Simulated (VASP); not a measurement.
Here is a VASP 6.6.1 calculation.

File INCAR:

```
PREC = Accurate
ENCUT = 600
EDIFF = 1E-6
ISMEAR = -1
SIGMA = 0.05
LREAL = F
LASPH = T
NELM = 150
ALGO = Normal
ISIF = 3
LWAVE = F
LCHARG = F
ISPIN = 2
MAGMOM = 4 0 0
LORBIT = 11
LMAXMIX = 4
LDAU = T
LDAUTYPE = 2
LDAUL = 2 -1
LDAUU = 2 0
LDAUJ = 0 0
LDAUPRINT = 1
GGA = PS
IBRION = 2
NSW = 60
EDIFFG = -0.01
```

KPOINTS

```
Automatic mesh
0
Gamma
  11 11 11
```

The input POSCAR:

```
MnO2
1.0
    1.4284348394      0.8247072390      4.5839315268
   -1.4284348394      0.8247072390      4.5839315268
    0.0000000000     -1.6494144781      4.5839315268
Mn O
1 2
Direct
    0.0000000000      0.0000000000      0.0000000000
    0.7356355100      0.7356355100      0.7356355100
    0.2643644900      0.2643644900      0.2643644900
```

Potentials or basis: VASP PAW PBE potentials, release 64 (Mn_pv, O).

The run is started by

```sh
$ cat potpaw_PBE.64/Mn_pv/POTCAR potpaw_PBE.64/O/POTCAR > POTCAR
$ mpirun -np 1 vasp_std > vasp.out
```

**Question.** What does it give for the relaxed cell?

**Answer.** a = 5.010 Å, b = 5.010 Å, c = 5.010 Å, α = 33.19°, β = 33.19°, γ = 33.19°.

**Question.** Predict the site moments.

**Answer.** Mn +3.00; O -0.03 μB.

**Question.** Estimate the relaxed volume.

**Answer.** 11.19 Å³/atom.

**Question.** Estimate the band gap on the k mesh.

**Answer.** 1.86 eV (least direct gap 2.02 eV).

Step by step:
| step | energy change (eV) | largest force (eV/Å) | pressure (GPa) | volume (Å³) |
| --- | --- | --- | --- | --- |
| 1 | 0.0000 | 0.0388 | 1.08 | 32.40 |
| 2 | 0.0003 | 0.1384 | -1.21 | 32.74 |
| 3 | -0.0006 | 0.0427 | 0.08 | 32.55 |
| 4 | -0.0007 | 0.0316 | 0.11 | 32.60 |
| 5 | -0.0009 | 0.0036 | -0.07 | 32.75 |
| 6 | -0.0010 | 0.0087 | 0.08 | 32.77 |
| 7 | -0.0013 | 0.0290 | 0.33 | 32.84 |
| 8 | -0.0015 | 0.0673 | 0.78 | 32.97 |
| 9 | -0.0015 | 0.0636 | 0.86 | 32.99 |
| 10 | -0.0017 | 0.0560 | 0.77 | 33.04 |
| 11 | -0.0019 | 0.0396 | 0.60 | 33.15 |
| 12 | -0.0022 | 0.0067 | 0.30 | 33.37 |
| 13 | -0.0022 | 0.0015 | 0.34 | 33.42 |
| 14 | -0.0023 | 0.0165 | 0.19 | 33.52 |
| 15 | -0.0023 | 0.0154 | 0.32 | 33.51 |
| 16 | -0.0023 | 0.0195 | 0.03 | 33.52 |
| 17 | -0.0023 | 0.0228 | -0.03 | 33.54 |
| 18 | -0.0023 | 0.0293 | -0.11 | 33.57 |
| 19 | -0.0023 | 0.0286 | -0.08 | 33.56 |
| 20 | -0.0024 | 0.0185 | -0.11 | 33.56 |
| 21 | -0.0024 | 0.0089 | 0.06 | 33.56 |

Caveat: the PAW data sets were made with another functional, which shifts forces and pressure a little; a cell with one magnetic atom can't hold antiferromagnetic order, which such compounds often take. The state reached can hang on the start; a lower one may exist.
